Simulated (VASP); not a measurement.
A run of VASP 6.6.1:

File POSCAR:

```
AlN
1.0
    0.0000000000      1.9784910831      1.9784910831
    1.9784910831      0.0000000000      1.9784910831
    1.9784910831      1.9784910831      0.0000000000
Al N
1 1
Direct
    0.0000000000      0.0000000000      0.0000000000
    0.5000000000      0.5000000000      0.5000000000
```

File INCAR.step1:

```
  ALGO = Normal
  EDIFF = 1E-8
  ENCUT = 500
  GGA = PE
  ISMEAR = 0
  LASPH = T
  LCHARG = F
  LREAL = F
  LWAVE = T
  NELM = 60
  PREC = Accurate
  SIGMA = 0.01
```

Contents of INCAR.step2:

```
  ALGO = Exact
  EDIFF = 1E-8
  ENCUT = 500
  GGA = PE
  ISMEAR = 0
  ISTART = 1
  LASPH = T
  LCHARG = F
  LOPTICS = T
  LREAL = F
  LWAVE = T
  NBANDS = 68
  NELM = 1
  PREC = Accurate
  SIGMA = 0.01
```

The input INCAR.step3:

```
  ALGO = EVGW0
  EDIFF = 1E-8
  ENCUT = 500
  ENCUTGW = 150.0
  GGA = PE
  ISMEAR = 0
  ISTART = 1
  LASPH = T
  LCHARG = F
  LREAL = F
  LWAVE = F
  NBANDS = 68
  NBANDSGW = 12
  NELMGW = 1
  NOMEGA = 96
  OMEGAMAX = 20
  PREC = Accurate
  PRECFOCK = Fast
  SIGMA = 0.01
```

The input KPOINTS:

```
k-points
0
Gamma
  6 6 6
```

Potentials or basis: VASP PAW PBE potentials, release 64 (Al_GW, N_GW).

Command:

```console
$ cat potpaw_PBE.64/Al_GW/POTCAR potpaw_PBE.64/N_GW/POTCAR > POTCAR
$ cp INCAR.step1 INCAR
$ mpirun -np 1 vasp_std > vasp.out
$ cp INCAR.step2 INCAR
$ mpirun -np 1 vasp_std > vasp.out
$ cp INCAR.step3 INCAR
$ mpirun -np 1 vasp_std > vasp.out
```

Hardware: 1 thread of Intel(R) Xeon(R) Platinum 8375C CPU @ 2.90GHz (Ice Lake) (shared host).

Task: Estimate the wall time of this run.

Result: It took 98 s on 1 thread of Intel(R) Xeon(R) Platinum 8375C CPU @ 2.90GHz (Ice Lake), on a shared host, peak memory 0.29 GiB. Counts: k points 16.
